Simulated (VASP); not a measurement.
# Be (P6_3/mmc) in VASP: notebook

The runs below take Be through single point, with PBE.

All numbers are computed with VASP 6.6.1; they aren't measurements. Logs are shortened: lines on timing, memory, paths and dates and some standing lists are left out, and cuts for length are marked.

### 1 The cell of the first run

It takes space group P6_3/mmc (No. 194, hexagonal). The conventional cell has a = 2.285 Å, b = 2.285 Å, c = 3.584 Å, α = 90.00°, β = 90.00°, γ = 120.00°. Within 2.9 Å of Be (site symmetry -6m2) lie 12 Be at 2.23 to 2.29 Å.

### 2 Single point, PBE

File INCAR:

```
ALGO     = Normal         # electronic algorithm
EDIFF    = 1E-6           # SCF threshold, eV
ENCUT    = 600            # plane-wave cutoff, eV
GGA      = PE             # functional
GGA_COMPAT= False        
ISIF     = 2              # what is computed and relaxed
ISMEAR   = -1             # smearing method
LASPH    = True           # aspherical terms in the spheres
LCHARG   = False          # write CHGCAR
LREAL    = False          # projectors in reciprocal space
LWAVE    = False          # write WAVECAR
NBANDS   = 9              # bands
NELM     = 120            # most SCF steps
PREC     = Accurate       # precision mode
SIGMA    = 0.05           # smearing width, eV
```

File KPOINTS:

```
k-points
0
Gamma
  16 16 9
```

File POSCAR:

```
Be
1.0
    2.2853000000      0.0000000000      0.0000000000
   -1.1426500000      1.9791280000      0.0000000000
    0.0000000000      0.0000000000      3.5842000000
Be
2
Direct
    0.3333333333      0.6666666667      0.2500000000
    0.6666666667      0.3333333333      0.7500000000
```

Potentials or basis: VASP PAW PBE potentials, release 64 (Be).

On the command line:

```bash
cat potpaw_PBE.64/Be/POTCAR > POTCAR
mpirun -np 1 vasp_std > vasp.out
```

OUTCAR:

```text
EDIFF = 1E-6
   ENCUT = 600
   GGA = PE
   ISIF = 2
   ISMEAR = -1
   LASPH = True
   LREAL = False
   NELM = 120
   PREC = Accurate

 ion  position               nearest neighbor table
   1  0.333  0.667  0.250-   2 2.23   2 2.23   2 2.23   2 2.23   2 2.23   2 2.23
   2  0.667  0.333  0.750-   1 2.23   1 2.23   1 2.23   1 2.23   1 2.23   1 2.23

  LATTYP: Found a hexagonal cell.
 ALAT       =     2.2853000000
 C/A-ratio  =     1.5683717674

  Lattice vectors:

 A1 = (   2.2853000000,   0.0000000000,   0.0000000000)
 A2 = (  -1.1426500000,   1.9791280000,   0.0000000000)
 A3 = (   0.0000000000,   0.0000000000,   3.5842000000)

Analysis of symmetry for initial positions (statically):
=====================================================================
 Subroutine PRICEL returns:
 Original cell was already a primitive cell.

 Routine SETGRP: Setting up the symmetry group for a
 hexagonal supercell.

 Subroutine GETGRP returns: Found 24 space group operations
 (whereof 12 operations were pure point group operations)
 out of a pool of 24 trial point group operations.

The static configuration has the point symmetry D_3d.
 The point group associated with its full space group is D_6h.

Analysis of symmetry for dynamics (positions and initial velocities):
=====================================================================
 Subroutine PRICEL returns:
 Original cell was already a primitive cell.

 Routine SETGRP: Setting up the symmetry group for a
 hexagonal supercell.

 Subroutine GETGRP returns: Found 24 space group operations
 (whereof 12 operations were pure point group operations)
 out of a pool of 24 trial point group operations.

The dynamic configuration has the point symmetry D_3d.
 The point group associated with its full space group is D_6h.

 Subroutine INISYM returns: Found 24 space group operations
 (whereof 12 operations are pure point group operations),
 and found     1 'primitive' translations

----------------------------------------------------------------------------------------

                                     Primitive cell

  volume of cell :      16.2110

  direct lattice vectors                    reciprocal lattice vectors
     2.285300000  0.000000000  0.000000000     0.437579311  0.252636515  0.000000000
    -1.142650000  1.979128000  0.000000000     0.000000000  0.505273029  0.000000000
     0.000000000  0.000000000  3.584200000     0.000000000  0.000000000  0.279002288

  length of vectors
     2.285300000  2.285300125  3.584200000     0.505273057  0.505273029  0.279002288

  position of ions in fractional coordinates (direct lattice)
     0.333333333  0.666666667  0.250000000
     0.666666667  0.333333333  0.750000000

  ion indices of the primitive-cell ions
   primitive index   ion index
                 1           1
                 2           2

----------------------------------------------------------------------------------------

 KPOINTS: k-points

Automatic generation of k-mesh.
 Grid dimensions read from file:
 generate k-points for:   16   16    9

 Generating k-lattice:

  Cartesian coordinates                     Fractional coordinates (reciprocal lattice)
     0.027348707  0.015789782  0.000000000     0.062500000  0.000000000  0.000000000
     0.000000000  0.031579564  0.000000000     0.000000000  0.062500000  0.000000000
     0.000000000  0.000000000  0.031000254     0.000000000  0.000000000  0.111111111

  Length of vectors
     0.031579566  0.031579564  0.031000254

  Shift w.r.t. Gamma in fractional coordinates (k-lattice)
     0.000000000  0.000000000  0.000000000

 Subroutine IBZKPT returns following result:
 ===========================================

 Found    150 irreducible k-points:

 Following reciprocal coordinates:
            Coordinates               Weight
  0.000000  0.000000  0.000000      1.000000
  0.062500  0.000000  0.000000      6.000000
  0.125000  0.000000  0.000000      6.000000
  0.187500  0.000000  0.000000      6.000000
  0.250000  0.000000  0.000000      6.000000
  0.312500 -0.000000  0.000000      6.000000
[... 16 lines left out ...]
  0.187500  0.187500  0.000000      6.000000
  0.250000  0.187500  0.000000     12.000000
 [... further k-points ...]
   k-points           NKPTS =    150   k-points in BZ     NKDIM =    150   number of bands    NBANDS=      9
   number of dos      NEDOS =    301   number of ions     NIONS =      2
   total plane-waves  NPLWV =   9720
   dimension x,y,z NGX =    18 NGY =   18 NGZ =   30
   dimension x,y,z NGXF=    36 NGYF=   36 NGZF=   60
   ions per type =               2
   NGX,Y,Z   is equivalent  to a cutoff of  13.09, 13.09, 13.91 a.u.
   NGXF,Y,Z  is equivalent  to a cutoff of  26.19, 26.19, 27.83 a.u.
 SYSTEM =  unknown system
   PREC   = accura    normal or accurate (medium, high low for compatibility)
   ISTART =      0    job   : 0-new  1-cont  2-samecut
   ICHARG =      2    charge: 1-file 2-atom 10-const
   ISPIN  =      1    spin polarized calculation?
   LNONCOLLINEAR =      F non collinear calculations
   LSORBIT =      F    spin-orbit coupling
   LASPH  =      T    aspherical Exc in radial PAW
   ENCUT  =  600.0 eV  44.10 Ry    6.64 a.u.   4.56  4.56  7.16*2*pi/ulx,y,z
   NELM   =    120;   NELMIN=  2; NELMDL= -5     # of ELM steps
   EDIFF  = 0.1E-05   stopping-criterion for ELM
   LREAL  =      F    real-space projection
   EDIFFG = 0.1E-04   stopping-criterion for IOM
   NSW    =      0    number of steps for IOM
   IBRION =     -1    ionic relax: 0-MD 1-quasi-New 2-CG
   NFREE  =      0    steps in history (QN), initial steepest desc. (CG)
   ISIF   =      2    stress and relaxation
   ISYM   =      2    0-nonsym 1-usesym 2-fastsym
   POTIM  = 0.5000    time-step for ionic-motion
   TEBEG  =    0.0;   TEEND  =   0.0 temperature during run
   PSTRESS=    0.0 pullay stress
   NELECT =       4.0000    total number of electrons
   NUPDOWN=      -1.0000    fix difference up-down
   EMIN   =  10.00;   EMAX   =-10.00  energy-range for DOS
   EFERMI =   0.00;   METHOD = LEGACY
   ISMEAR =    -1;   SIGMA  =   0.05  broadening in eV -4-tet -1-fermi 0-gaus
   EFERMI_NEDOS =   21; number of points for ismear=-14 and -15
   IALGO  =     38    algorithm
   IMIX   =      4    mixing-type and parameters
     AMIX     =   0.40;   BMIX     =  1.00
     AMIX_MAG =   1.60;   BMIX_MAG =  1.00
  volume/ion in A,a.u.               =       8.11        54.70
  Fermi-wavevector in a.u.,A,eV,Ry     =   1.026814  1.940397 14.345257  1.054347
  Thomas-Fermi vector in A             =   2.160726
   LORBIT       =      0    0 simple, 1 ext, 2 COOP (PROOUT), +10 PAW based schemes
   GGA     = PE    functional components
   LHFCALC =     F    Hartree Fock is set to
   AEXX    =    0.0000 exact exchange contribution
   IVDW    =     0    specifies the selected vdW correction
   LEPSILON=     F    determine dielectric tensor
   LRPA    =     F    only Hartree local field effects (RPA)
 non-spin polarized calculation
  energy-cutoff  :      600.00
  volume of cell :       16.21
 maximum number of plane-waves:       556
   NGX =  9   NGY =  9   NGZ = 15

 number of electron       4.0000000 magnetization

 Free energy of the ion-electron system (eV)
  ---------------------------------------------------
  ext. energy  EPLUGINS =         0.00000000
  ---------------------------------------------------
  free energy    TOTEN  =        -7.53571315 eV

  energy without entropy =       -7.53483964  energy(sigma->0) =       -7.53527640

 E-fermi :   6.8026     XC(G=0): -10.5239

 val. band max:        6.7834255807   @ k =   0.3125   0.1250   0.0000
 cond. band min:       6.8432698099   @ k =   0.2500   0.2500   0.1111
 fundamental gap:      0.0598442292
 Fermi energy:         6.8026233195

 k-point     1 :       0.0000    0.0000    0.0000
  band No.  band energies     occupation
      1      -4.3917      2.00000
      2       2.5064      2.00000
      3       7.9194      0.00000
      4      22.4287      0.00000
      5      22.4287      0.00000
      6      25.2477      0.00000
      7      25.2477      0.00000
      8      27.4095      0.00000
      9      33.4672      0.00000

 k-point     2 :       0.0625    0.0000    0.0000
  band No.  band energies     occupation
      1      -4.2806      2.00000
      2       2.6507      2.00000
      3       7.9541      0.00000
      4      21.5281      0.00000
      5      21.7652      0.00000
      6      25.2536      0.00000
      7      25.5903      0.00000
      8      27.1925      0.00000
      9      31.7653      0.00000

 k-point     3 :       0.1250    0.0000    0.0000
  band No.  band energies     occupation
      1      -3.9473      2.00000
      2       3.0828      2.00000
      3       8.0485      0.00000
      4      19.4210      0.00000
      5      20.5053      0.00000
      6      25.1566      0.00000
      7      25.8365      0.00000
      8      26.4158      0.00000
      9      29.3600      0.00000

 k-point     4 :       0.1875    0.0000    0.0000
  band No.  band energies     occupation
      1      -3.3914      2.00000
      2       3.8010      2.00000
      3       8.1574      0.00000
      4      16.9573      0.00000
      5      19.2272      0.00000
      6      24.6373      0.00000
      7      24.8152      0.00000
      8      25.5567      0.00000
      9      27.1912      0.00000

 k-point     5 :       0.2500    0.0000    0.0000
  band No.  band energies     occupation
      1      -2.6135      2.00000
      2       4.8011      2.00000
      3       8.1376      0.00000
      4      14.7108      0.00000
      5      18.1026      0.00000
      6      22.4400      0.00000
      7      23.0209      0.00000
      8      24.9852      0.00000
      9      26.2357      0.00000

 k-point     6 :       0.3125   -0.0000    0.0000
  band No.  band energies     occupation
      1      -1.6172      2.00000
      2       6.0740      2.00000
      3       7.6399      0.00000
      4      13.2218      0.00000
      5      17.1951      0.00000
      6      19.7287      0.00000
      7      20.9093      0.00000
      8      24.3815      0.00000
      9      26.0252      0.00000
[... 169 lines left out ...]
 k-point    21 :       0.3750    0.1250    0.0000
  band No.  band energies     occupation
      1       1.3033      2.00000
      2       5.1489      2.00000
      3       9.6939      0.00000
      4      11.9115      0.00000
      5      13.8305      0.00000
      6      14.9249      0.00000
      7      19.4028      0.00000
      8      22.6946      0.00000
      9      24.8527      0.00000

 k-point    22 :       0.4375    0.1250    0.0000
  band No.  band energies     occupation
      1       2.3060      2.00000
      2       4.0143      2.00000
      3      10.8301      0.00000
      4      12.1272      0.00000
      5      13.4851      0.00000
      6      13.5545      0.00000
      7      19.0802      0.00000
      8      22.6019      0.00000
      9      24.6810      0.00000

 k-point    23 :       0.1875    0.1875    0.0000
  band No.  band energies     occupation
      1      -1.3824      2.00000
      2       6.3591      1.99972
      3       8.2763      0.00000
      4      12.2138      0.00000
      5      15.0891      0.00000
      6      20.5494      0.00000
      7      22.3518      0.00000
      8      22.9463      0.00000
      9      25.4154      0.00000

 k-point    24 :       0.2500    0.1875    0.0000
  band No.  band energies     occupation
      1      -0.2671      2.00000
      2       7.7513      0.00000
      3       7.8352      0.00000
      4      10.5903      0.00000
      5      14.3026      0.00000
      6      18.5234      0.00000
      7      21.2270      0.00000
      8      22.3565      0.00000
      9      23.6584      0.00000

 [... further k-points ...]
[... 5 lines left out ...]
  --------------------------------------------------------------------------------------
  -------------------------------------------------------------------------------------
  Total       -0.2774332     -0.2774332     -0.2749249      0.0000000     -0.0000000      0.0000000
  in kB      -27.4195055    -27.4195095    -27.1716090      0.0000000     -0.0000000      0.0000000
  external PRESSURE =     -27.3368747 kB  Pullay stress =       0.0000000 kB

 VOLUME and BASIS-vectors are now :
 -----------------------------------------------------------------------------
  energy-cutoff  :      600.00
  volume of cell :       16.21
      direct lattice vectors                 reciprocal lattice vectors
     2.285300000  0.000000000  0.000000000     0.437579311  0.252636515  0.000000000
    -1.142650000  1.979128000  0.000000000     0.000000000  0.505273029  0.000000000
     0.000000000  0.000000000  3.584200000     0.000000000  0.000000000  0.279002288

 POSITION                                       TOTAL-FORCE (eV/Angst)
 -----------------------------------------------------------------------------------
     -0.00000      1.31942      0.89605        -0.000000      0.000000      0.000000
      1.14265      0.65971      2.68815         0.000000     -0.000000      0.000000
 -----------------------------------------------------------------------------------
    total drift:                                0.000000     -0.000000      0.000000

  FREE ENERGIE OF THE ION-ELECTRON SYSTEM (eV)
  ---------------------------------------------------
  free  energy   TOTEN  =        -7.5357131533 eV

  energy  without entropy=       -7.5348396385  energy(sigma->0) =       -7.53527640
```

Run time: 27 s. Hardware: 1 thread of Intel Xeon 8259CL, shared host; peak memory 0.14 GiB.

What came out:

| Item | Value |
| --- | --- |
| Free energy | -7.5357 eV |
| Pressure | -2.7 GPa |
| Band gap on the k mesh | zero (band 2 reaches 7.75 eV, above the bottom of band 3 at 6.15 eV) |

Levels at points of the mesh, in eV from the Fermi level:
```tsv
k point	band 1	band 2	band 3	band 4	band 5	band 6
(0.00, 0.00, 0.00)	-11.19	-4.30	1.12	15.63	15.63	18.45
(0.50, 0.00, 0.00)	-4.91	-3.11	3.60	6.44	6.66	9.19
```

### 3 Single point, PBE

File INCAR:

```
ALGO = Normal ; EDIFF = 1E-6
ENCUT = 600 ; GGA = PE
GGA_COMPAT = F ; ISIF = 2
ISMEAR = -1 ; LASPH = T
LCHARG = F ; LREAL = F
LWAVE = F ; NBANDS = 9
NELM = 120 ; PREC = Accurate
SIGMA = 0.05
```

KPOINTS is that of step 2.

File POSCAR:

```
Be
1.0
    2.2702646963      0.0000000000      0.0000000000
   -1.1351323481      1.9661070441      0.0000000000
    0.0000000000      0.0000000000      3.6318314352
Be
2
Direct
    0.3333333333      0.6666666667      0.2500000000
    0.6666666667      0.3333333333      0.7500000000
```

Potentials or basis: VASP PAW PBE potentials, release 64 (Be).

On the command line:

```bash
cat potpaw_PBE.64/Be/POTCAR > POTCAR
mpirun -np 1 vasp_std > vasp.out
```

Run time: 26 s. Hardware: 1 thread of Intel Xeon 8259CL, shared host; peak memory 0.14 GiB.

It converged, with:

| Item | Value |
| --- | --- |
| Free energy | -7.5311 eV |
| Pressure | -2.9 GPa |
| Band gap on the k mesh | zero (band 2 reaches 7.65 eV, above the bottom of band 3 at 6.27 eV) |

Stress tensor (GPa, compression positive):
```
-0.62  0.00  0.00
 0.00 -0.62  0.00
 0.00  0.00 -7.48
```

Levels at points of the mesh, in eV from the Fermi level:
| k point | band 1 | band 2 | band 3 | band 4 | band 5 | band 6 |
| --- | --- | --- | --- | --- | --- | --- |
| (0.00, 0.00, 0.00) | -11.18 | -4.46 | 0.80 | 16.04 | 16.04 | 18.75 |
| (0.50, 0.00, 0.00) | -4.83 | -3.01 | 3.59 | 6.38 | 6.45 | 9.53 |

### 4 Single point, PBE

This run uses another cell than the first one, of the same volume but with other edges.

File INCAR:

```
SYSTEM = Be
ALGO = Normal ; EDIFF = 1E-6
ENCUT = 600 ; GGA = PE
GGA_COMPAT = .False. ; ISIF = 2
ISMEAR = -1 ; LASPH = .True.
LCHARG = .True. ; LELF = .True.
LREAL = .False. ; LVHAR = .True.
LWAVE = .False. ; NBANDS = 9
NELM = 120 ; PREC = Accurate
SIGMA = 0.05
```

File KPOINTS:

```
k-points
0
Gamma
  16 16 9
  0 0 0
```

File POSCAR:

```
Be
1.0
    2.2556174195      0.0000000000      0.0000000000
   -1.1278087098      1.9534221294      0.0000000000
    0.0000000000      0.0000000000      3.6791525459
Be
2
Direct
    0.3333333333      0.6666666667      0.2500000000
    0.6666666667      0.3333333333      0.7500000000
```

On the command line:

```bash
cat potpaw_PBE.64/Be/POTCAR > POTCAR
mpirun -np 1 vasp_std > vasp.out
```

Run time: 28 s. Hardware: 1 thread of Intel Xeon 8259CL, shared host; peak memory 0.14 GiB.

Results (log left out):

```yaml
Free_energy: -7.5177 eV
Pressure: -3.0 GPa
Band_gap_on_the_k_mesh: zero (band 2 reaches 7.66 eV, above the bottom of band 3 at 6.38 eV)
```

Stress tensor (GPa, compression positive):
```
  1.56   0.00   0.00
  0.00   1.56   0.00
  0.00   0.00 -12.04
```

Levels at points of the mesh, in eV from the Fermi level:
| k point | band 1 | band 2 | band 3 | band 4 | band 5 | band 6 | band 7 |
| --- | --- | --- | --- | --- | --- | --- | --- |
| (0.00, 0.00, 0.00) | -11.16 | -4.60 | 0.50 | 16.45 | 16.45 | 19.05 | 19.05 |
| (0.50, 0.00, 0.00) | -4.74 | -2.91 | 3.59 | 6.25 | 6.34 | 9.72 | 9.86 |

### 5 The runs side by side

```csv
cell,gap on the mesh (eV),pressure (GPa)
"a = 2.285, b = 2.285, c = 3.584 Å, angles 90.0, 90.0, 120.0°, 2 atoms",none,-2.7
"a = 2.270, b = 2.270, c = 3.632 Å, angles 90.0, 90.0, 120.0°, 2 atoms",none,-2.9
"a = 2.256, b = 2.256, c = 3.679 Å, angles 90.0, 90.0, 120.0°, 2 atoms",none,-3.0
```

Alike in all rows: task single point; level PBE; potentials or basis VASP PAW PBE potentials, release 64 (Be); no spin polarisation; k mesh 16 × 16 × 9; cutoff (eV) 600; smearing fermi-dirac 0.05 eV.

Total energies depend on the potentials used, so only differences within one code and one set of settings carry meaning.
